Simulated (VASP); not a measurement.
# TiTe2 (Fm-3m) in VASP: a series of runs, part 2 of 2

VASP 6.6.1. Earlier steps stand in the parts before.

**4. Relaxation of cell and atoms, PBEsol**

This run uses another cell than the first one, of 27.04 Å³/atom, 0.996 times its volume.

File INCAR:

```
PREC = Accurate ; ENCUT = 600
EDIFF = 1E-7 ; ISMEAR = -1
SIGMA = 0.02 ; LREAL = False
LASPH = True ; NELM = 80
ALGO = Normal ; ISIF = 3
LWAVE = False ; LCHARG = False
GGA = PS ; IBRION = 2
NSW = 80 ; EDIFFG = -0.005
```

File KPOINTS:

```
Automatic mesh
0
Gamma
  6 6 6
```

File POSCAR:

```
TiTe2
1.0
    0.0000000000      3.4356562562      3.4356562562
    3.4356562562      0.0000000000      3.4356562562
    3.4356562562      3.4356562562      0.0000000000
Ti Te
1 2
Direct
    0.0000000000      0.0000000000      0.0000000000
    0.2500000000      0.2500000000      0.2500000000
    0.7500000000      0.7500000000      0.7500000000
```

Potentials or basis: VASP PAW PBE potentials, release 64 (Ti_sv, Te).

On the command line:

```
> cat potpaw_PBE.64/Ti_sv/POTCAR potpaw_PBE.64/Te/POTCAR > POTCAR
> mpirun -np 1 vasp_std > vasp.out
```

OUTCAR:

```text
PREC = Accurate
   ENCUT = 600
   EDIFF = 1E-7
   ISMEAR = -1
   LREAL = False
   LASPH = True
   NELM = 80
   ISIF = 3
   GGA = PS
   IBRION = 2
   NSW = 80
   EDIFFG = -0.005

 ion  position               nearest neighbor table
   1  0.000  0.000  0.000-   3 2.98   3 2.98   3 2.98   2 2.98   3 2.98   2 2.98   2 2.98   2 2.98

   2  0.250  0.250  0.250-   1 2.98   1 2.98   1 2.98   1 2.98   3 3.44   3 3.44   3 3.44   3 3.44
                             3 3.44   3 3.44
   3  0.750  0.750  0.750-   1 2.98   1 2.98   1 2.98   1 2.98   2 3.44   2 3.44   2 3.44   2 3.44
                             2 3.44   2 3.44

  LATTYP: Found a face centered cubic cell.
 ALAT       =     6.8713125124

  Lattice vectors:

 A1 = (   0.0000000000,   3.4356562562,   3.4356562562)
 A2 = (   3.4356562562,   0.0000000000,   3.4356562562)
 A3 = (   3.4356562562,   3.4356562562,   0.0000000000)

Analysis of symmetry for initial positions (statically):
=====================================================================
 Subroutine PRICEL returns:
 Original cell was already a primitive cell.

 Routine SETGRP: Setting up the symmetry group for a
 face centered cubic supercell.

 Subroutine GETGRP returns: Found 48 space group operations
 (whereof 48 operations were pure point group operations)
 out of a pool of 48 trial point group operations.

The static configuration has the point symmetry O_h .

Analysis of symmetry for dynamics (positions and initial velocities):
=====================================================================
 Subroutine PRICEL returns:
 Original cell was already a primitive cell.

 Routine SETGRP: Setting up the symmetry group for a
 face centered cubic supercell.

 Subroutine GETGRP returns: Found 48 space group operations
 (whereof 48 operations were pure point group operations)
 out of a pool of 48 trial point group operations.

The dynamic configuration has the point symmetry O_h .

 Subroutine INISYM returns: Found 48 space group operations
 (whereof 48 operations are pure point group operations),
 and found     1 'primitive' translations

----------------------------------------------------------------------------------------

                                     Primitive cell

  volume of cell :      81.1071

  direct lattice vectors                    reciprocal lattice vectors
     0.000000000  3.435656256  3.435656256    -0.145532604  0.145532604  0.145532604
     3.435656256  0.000000000  3.435656256     0.145532604 -0.145532604  0.145532604
     3.435656256  3.435656256  0.000000000     0.145532604  0.145532604 -0.145532604

  length of vectors
     4.858751673  4.858751673  4.858751673     0.252069864  0.252069864  0.252069864

  position of ions in fractional coordinates (direct lattice)
     0.000000000  0.000000000  0.000000000
     0.250000000  0.250000000  0.250000000
     0.750000000  0.750000000  0.750000000

  ion indices of the primitive-cell ions
   primitive index   ion index
                 1           1
                 2           2
                 3           3

----------------------------------------------------------------------------------------

 KPOINTS: Automatic mesh

Automatic generation of k-mesh.
 Grid dimensions read from file:
 generate k-points for:    6    6    6

 Generating k-lattice:

  Cartesian coordinates                     Fractional coordinates (reciprocal lattice)
    -0.024255434  0.024255434  0.024255434     0.166666667  0.000000000  0.000000000
     0.024255434 -0.024255434  0.024255434     0.000000000  0.166666667  0.000000000
     0.024255434  0.024255434 -0.024255434     0.000000000  0.000000000  0.166666667

  Length of vectors
     0.042011644  0.042011644  0.042011644

  Shift w.r.t. Gamma in fractional coordinates (k-lattice)
     0.000000000  0.000000000  0.000000000

 Subroutine IBZKPT returns following result:
 ===========================================

 Found     16 irreducible k-points:

 Following reciprocal coordinates:
            Coordinates               Weight
  0.000000  0.000000  0.000000      1.000000
  0.166667  0.000000  0.000000      8.000000
  0.333333  0.000000  0.000000      8.000000
  0.500000  0.000000  0.000000      4.000000
  0.166667  0.166667  0.000000      6.000000
  0.333333  0.166667  0.000000     24.000000
[... 8 lines left out ...]
 -0.333333  0.333333  0.166667     24.000000
 -0.333333  0.500000  0.166667     12.000000
   k-points           NKPTS =     16   k-points in BZ     NKDIM =     16   number of bands    NBANDS=     16
   number of dos      NEDOS =    301   number of ions     NIONS =      3
   total plane-waves  NPLWV =  64000
   dimension x,y,z NGX =    40 NGY =   40 NGZ =   40
   dimension x,y,z NGXF=    80 NGYF=   80 NGZF=   80
   ions per type =               1   2
   NGX,Y,Z   is equivalent  to a cutoff of  13.69, 13.69, 13.69 a.u.
   NGXF,Y,Z  is equivalent  to a cutoff of  27.37, 27.37, 27.37 a.u.
 SYSTEM =  unknown system
   PREC   = accura    normal or accurate (medium, high low for compatibility)
   ISTART =      0    job   : 0-new  1-cont  2-samecut
   ICHARG =      2    charge: 1-file 2-atom 10-const
   ISPIN  =      1    spin polarized calculation?
   LNONCOLLINEAR =      F non collinear calculations
   LSORBIT =      F    spin-orbit coupling
   LASPH  =      T    aspherical Exc in radial PAW
   ENCUT  =  600.0 eV  44.10 Ry    6.64 a.u.   9.70  9.70  9.70*2*pi/ulx,y,z
   NELM   =     80;   NELMIN=  2; NELMDL= -5     # of ELM steps
   EDIFF  = 0.1E-06   stopping-criterion for ELM
   LREAL  =      F    real-space projection
   EDIFFG = -.5E-02   stopping-criterion for IOM
   NSW    =     80    number of steps for IOM
   IBRION =      2    ionic relax: 0-MD 1-quasi-New 2-CG
   NFREE  =      1    steps in history (QN), initial steepest desc. (CG)
   ISIF   =      3    stress and relaxation
   ISYM   =      2    0-nonsym 1-usesym 2-fastsym
   POTIM  = 0.5000    time-step for ionic-motion
   TEBEG  =    0.0;   TEEND  =   0.0 temperature during run
   PSTRESS=    0.0 pullay stress
   NELECT =      24.0000    total number of electrons
   NUPDOWN=      -1.0000    fix difference up-down
   EMIN   =  10.00;   EMAX   =-10.00  energy-range for DOS
   EFERMI =   0.00;   METHOD = LEGACY
   ISMEAR =    -1;   SIGMA  =   0.02  broadening in eV -4-tet -1-fermi 0-gaus
   EFERMI_NEDOS =   21; number of points for ismear=-14 and -15
   IALGO  =     38    algorithm
   IMIX   =      4    mixing-type and parameters
     AMIX     =   0.40;   BMIX     =  1.00
     AMIX_MAG =   1.60;   BMIX_MAG =  1.00
  volume/ion in A,a.u.               =      27.04       182.45
  Fermi-wavevector in a.u.,A,eV,Ry     =   1.090918  2.061537 16.192329  1.190103
  Thomas-Fermi vector in A             =   2.227153
   LORBIT       =      0    0 simple, 1 ext, 2 COOP (PROOUT), +10 PAW based schemes
   GGA     = PS    functional components
   LHFCALC =     F    Hartree Fock is set to
   AEXX    =    0.0000 exact exchange contribution
   IVDW    =     0    specifies the selected vdW correction
   LEPSILON=     F    determine dielectric tensor
   LRPA    =     F    only Hartree local field effects (RPA)
 conjugate gradient relaxation of ions
 non-spin polarized calculation
  energy-cutoff  :      600.00
  volume of cell :       81.11
 maximum number of plane-waves:      2733
   NGX = 19   NGY = 19   NGZ = 19

--------------------------------------- Ionic step        1  -------------------------------------------

 number of electron      24.0000001 magnetization

 Free energy of the ion-electron system (eV)
  ---------------------------------------------------
  ext. energy  EPLUGINS =         0.00000000
  ---------------------------------------------------
  free energy    TOTEN  =       -16.32487677 eV

  energy without entropy =      -16.31605997  energy(sigma->0) =      -16.32046837

 E-fermi :   7.2782     XC(G=0):  -9.9307

 val. band max:        7.2467788656   @ k =  -0.3333   0.5000   0.1667
 cond. band min:       7.2988561915   @ k =  -0.3333   0.3333   0.1667
 fundamental gap:      0.0520773259
 Fermi energy:         7.2782007207

 k-point     1 :       0.0000    0.0000    0.0000
  band No.  band energies     occupation
      1     -50.2437      2.00000
      2     -26.5969      2.00000
      3     -26.5969      2.00000
      4     -26.5969      2.00000
      5      -5.9748      2.00000
      6      -2.1588      2.00000
[... 8 lines left out ...]
     15       9.4389      0.00000
     16       9.4389      0.00000
[... 354 lines left out ...]
  energy  without entropy=      -16.3446268356  energy(sigma->0) =      -16.34753604

--------------------------------------- Ionic step        3  -------------------------------------------

 number of electron      24.0000001 magnetization

 Free energy of the ion-electron system (eV)
  ---------------------------------------------------
  ext. energy  EPLUGINS =         0.00000000
  ---------------------------------------------------
  free energy    TOTEN  =       -16.36287449 eV

  energy without entropy =      -16.35632700  energy(sigma->0) =      -16.35960074

 E-fermi :   7.8786     XC(G=0): -10.1460

 val. band max:        7.8207127205   @ k =  -0.1667   0.1667   0.0000
 cond. band min:       7.8978435426   @ k =   0.5000   0.0000   0.0000
 fundamental gap:      0.0771308221
 Fermi energy:         7.8785706823

 k-point     1 :       0.0000    0.0000    0.0000
  band No.  band energies     occupation
      1     -49.5270      2.00000
      2     -25.8934      2.00000
      3     -25.8934      2.00000
      4     -25.8934      2.00000
      5      -5.7010      2.00000
      6      -1.5088      2.00000
[... 8 lines left out ...]
     15      10.2197      0.00000
     16      10.2197      0.00000
[... 313 lines left out ...]
  FREE ENERGIE OF THE ION-ELECTRON SYSTEM (eV)
  ---------------------------------------------------
  free  energy   TOTEN  =       -16.3628744911 eV

  energy  without entropy=      -16.3563269973  energy(sigma->0) =      -16.35960074

 reached required accuracy - stopping structural energy minimisation
```

CONTCAR:

```text
TiTe2
   1.00000000000000
    -0.0000000000000000    3.3809271774970289    3.3809271774970289
     3.3809271774970289    0.0000000000000000    3.3809271774970289
     3.3809271774970289    3.3809271774970289   -0.0000000000000000
  Ti              Te
     1     2
Direct
     0.0000000000000000    0.0000000000000000    0.0000000000000000
     0.2500000000000000    0.2500000000000000    0.2500000000000000
     0.7500000000000000    0.7500000000000000    0.7500000000000000

  0.00000000E+00  0.00000000E+00  0.00000000E+00
  0.00000000E+00  0.00000000E+00  0.00000000E+00
  0.00000000E+00  0.00000000E+00  0.00000000E+00
```

Run time: 51 s. Hardware: 1 thread of Intel Xeon 6975P-C (Granite Rapids), shared host; peak memory 0.25 GiB.

Results:

```
Free energy                            : -16.3629 eV
Relaxed volume                         : 25.76 Å³/atom
Relaxed cell                           : a = 4.781 Å, b = 4.781 Å, c = 4.781 Å, α = 60.00°, β = 60.00°, γ = 60.00°
Space group after relaxing (to 0.05 Å) : Fm-3m (No. 225)
Energy gained by relaxing              : 12.7 meV/atom
Ionic steps                            : 3
Pressure after relaxing                : 0.0 GPa
Band gap on the k mesh                 : zero (band 12 reaches 7.96 eV, above the bottom of band 13 at 7.57 eV)
```

Step by step:
```tsv
step	energy change (eV)	largest force (eV/Å)	pressure (GPa)	volume (Å³)
1	0.0000	0.0000	-3.01	81.11
2	-0.0256	0.0000	2.04	75.28
3	-0.0380	0.0000	0.00	77.29
```

Final structure:
```xyz
3
Lattice="0.0000 3.3809 3.3809 3.3809 0.0000 3.3809 3.3809 3.3809 0.0000" Properties=species:S:1:pos:R:3 pbc="T T T"
Ti    0.0000    0.0000    0.0000
Te    1.6905    1.6905    1.6905
Te    5.0714    5.0714    5.0714
```

Levels at points of the mesh, in eV from the Fermi level:
```
           k point  band 10  band 11  band 12  band 13  band 14  band 15
(0.00, 0.00, 0.00)    -0.24    -0.24    -0.24    -0.21    -0.21     2.34
(0.50, 0.00, 0.00)    -2.82    -2.82    -2.60     0.02     0.02     1.06
(0.50, 0.50, 0.00)    -1.20    -1.20    -0.58     0.25     1.08     1.94
```

Caveat: the PAW data sets were made with another functional, which shifts forces and pressure a little; spin-orbit coupling is left out, which moves the levels of the heavy elements.

**5. Relaxation of cell and atoms, LDA**

This run uses another cell than the first one, of 27.04 Å³/atom, 0.996 times its volume.

File INCAR:

```
ALGO = Normal
EDIFF = 1E-6
EDIFFG = -0.005
ENCUT = 600
IBRION = 2
ISIF = 3
ISMEAR = -1
LASPH = T
LCHARG = F
LREAL = F
LWAVE = F
NELM = 100
NSW = 80
PREC = Accurate
SIGMA = 0.02
```

File KPOINTS:

```
k-points
0
Gamma
  6 6 6
```

POSCAR is that of step 4.

Potentials or basis: VASP PAW LDA potentials, release 64 (Ti_sv, Te).

On the command line:

```
> cat potpaw_LDA.64/Ti_sv/POTCAR potpaw_LDA.64/Te/POTCAR > POTCAR
> mpirun -np 1 vasp_std > vasp.out
```

Run time: 37 s. Hardware: 1 thread of Intel Xeon 6975P-C (Granite Rapids), shared host; peak memory 0.2 GiB.

Results (log left out):

```
Free energy                            : -17.1441 eV
Relaxed volume                         : 25.16 Å³/atom
Relaxed cell                           : a = 4.744 Å, b = 4.744 Å, c = 4.744 Å, α = 60.00°, β = 60.00°, γ = 60.00°
Space group after relaxing (to 0.05 Å) : Fm-3m (No. 225)
Energy gained by relaxing              : 29.5 meV/atom
Ionic steps                            : 3
Pressure after relaxing                : 0.0 GPa
Band gap on the k mesh                 : zero (band 12 reaches 8.24 eV, above the bottom of band 13 at 7.82 eV)
```

The path:
| step | energy change (eV) | largest force (eV/Å) | pressure (GPa) | volume (Å³) |
| --- | --- | --- | --- | --- |
| 1 | 0.0000 | 0.0000 | -4.69 | 81.11 |
| 2 | -0.0503 | 0.0000 | 3.88 | 72.18 |
| 3 | -0.0885 | 0.0000 | 0.00 | 75.49 |

Final structure:
```
Ti Te
1.0
     0.00000    3.35449    3.35449
     3.35449    0.00000    3.35449
     3.35449    3.35449    0.00000
Ti Te
1 2
Direct
  0.00000 0.00000 0.00000
  0.25000 0.25000 0.25000
  0.75000 0.75000 0.75000
```

Levels at points of the mesh, in eV from the Fermi level:
| k point | band 10 | band 11 | band 12 | band 13 | band 14 | band 15 |
| --- | --- | --- | --- | --- | --- | --- |
| (0.00, 0.00, 0.00) | -0.22 | -0.22 | -0.18 | -0.18 | -0.18 | 2.44 |
| (0.50, 0.00, 0.00) | -2.81 | -2.81 | -2.58 | 0.02 | 0.02 | 1.14 |
| (0.50, 0.50, 0.00) | -1.19 | -1.19 | -0.58 | 0.25 | 1.15 | 2.05 |

Caveat: spin-orbit coupling is left out, which moves the levels of the heavy elements.

**6. The runs side by side**

```tsv
task	level	potentials or basis	cell	cutoff (eV)	gap on the mesh (eV)	pressure (GPa)	relaxed volume (Å³/atom)
single point	r2SCAN	VASP PAW PBE potentials, release 64 (Ti_sv, Te)	a = 4.865 Å, angles 60.0°, 3 atoms	520	none	0.1	-
relaxation of cell and atoms	PBEsol	VASP PAW PBE potentials, release 64 (Ti_sv, Te)	relaxed from a = 4.859 Å, angles 60.0°, 3 atoms	600	none	0.0	25.76
relaxation of cell and atoms	LDA	VASP PAW LDA potentials, release 64 (Ti_sv, Te)	relaxed from a = 4.859 Å, angles 60.0°, 3 atoms	600	none	0.0	25.16
```

Alike in all rows: no spin polarisation; k mesh 6 × 6 × 6; smearing fermi-dirac 0.02 eV.

Caveats: spin-orbit coupling is left out, which moves the levels of the heavy elements; the PAW data sets were made with another functional, which shifts forces and pressure a little (some runs).

Total energies depend on the potentials used, so only differences within one code and one set of settings carry meaning.
